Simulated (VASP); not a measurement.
The system is CaSe.

```
CELL_PARAMETERS angstrom
0.00000 2.93616 2.93616
2.93616 0.00000 2.93616
2.93616 2.93616 0.00000
ATOMIC_POSITIONS crystal
Se 0.50000 0.50000 0.50000
Ca 0.00000 0.00000 0.00000
```

Base run:

* Program: VASP 6.6.1
* Functional: r2SCAN
* Potentials or basis: VASP PAW PBE potentials, release 64 (Se, Ca_sv)
* Cutoff: 520 eV
* k mesh: 8 × 8 × 8
* Occupations: fermi-dirac, width 0.05 eV
* Spin: no spin polarisation

Its results: band gap on the k mesh 2.44 eV, indirect (least direct gap 3.41 eV); pressure 2.0 GPa.

Task: The run is repeated on the same cell with these changes: functional from r2SCAN to PBEsol. What comes out?

Result: Band gap on the k mesh 1.87 eV, indirect (least direct gap 2.84 eV); pressure 0.1 GPa.

r2SCAN gives the wider gap, since meta-GGAs in the generalised Kohn-Sham scheme recover part of the derivative discontinuity.

Caveats: the PAW data sets were made with another functional, which shifts forces and pressure a little.

A k mesh can miss the band edges.
